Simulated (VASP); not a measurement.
**NiO: single point with r2SCAN0**

NiO:

```
CELL_PARAMETERS angstrom
0.00000 2.09131 2.09131
2.09131 0.00000 2.09131
2.09131 2.09131 0.00000
ATOMIC_POSITIONS crystal
Ni 0.00000 0.00000 0.00000
O 0.50000 0.50000 0.50000
```

* Program: VASP 6.6.1
* Task: single point
* Functional: r2SCAN0
* Potentials or basis: VASP PAW PBE potentials, release 64 (Ni, O)
* Cutoff: 520 eV
* k mesh: 6 × 6 × 6
* Occupations: fermi-dirac, width 0.05 eV
* Spin: collinear spin, ferromagnetic start
* Starting moments: [1.0, 0.0] μB

The pressure is -1.2 GPa, the band gap on the k mesh is 4.91 eV (least direct gap 5.88 eV) and the net moment is 2.00 μB per cell. The site moments are Ni +1.78; O +0.20 μB. The valence electrons inside the program's atomic spheres are Ni 8.87; O 5.09.

Levels at points of the mesh, in eV from the valence-band top:
Spin up:
| k point | band 6 | band 7 | band 8 | band 9 | band 10 | band 11 | band 12 | band 13 |
| --- | --- | --- | --- | --- | --- | --- | --- | --- |
| (0.00, 0.00, 0.00) | -4.20 | -2.19 | -2.19 | -2.19 | 4.91 | 21.54 | 22.53 | 22.53 |
| (0.50, 0.00, 0.00) | -3.65 | -2.65 | 0.00 | 0.00 | 9.02 | 14.28 | 17.81 | 17.81 |
| (0.50, 0.50, 0.00) | -3.68 | -3.68 | -3.32 | -3.32 | 9.71 | 14.85 | 15.30 | 21.07 |
Spin down:
| k point | band 4 | band 5 | band 6 | band 7 | band 8 | band 9 | band 10 | band 11 |
| --- | --- | --- | --- | --- | --- | --- | --- | --- |
| (0.00, 0.00, 0.00) | -3.08 | -1.43 | -1.43 | -1.43 | 4.91 | 4.91 | 5.47 | 21.58 |
| (0.50, 0.00, 0.00) | -4.00 | -1.77 | -1.77 | -1.51 | 7.84 | 7.84 | 9.31 | 15.07 |
| (0.50, 0.50, 0.00) | -3.04 | -3.04 | -2.10 | -2.10 | 5.52 | 6.16 | 10.36 | 15.43 |

Run time: 58 min on 1 thread of Intel(R) Xeon(R) Platinum 8259CL CPU @ 2.50GHz (Skylake/Cascade Lake), with other jobs on the host, peak memory 0.17 GiB.

Caveat: the k points lie up to 0.43 Å⁻¹ apart; the PAW data sets were made with another functional, which shifts forces and pressure a little; a cell with one magnetic atom can't hold antiferromagnetic order, which such compounds often take. A k mesh can miss the band edges.
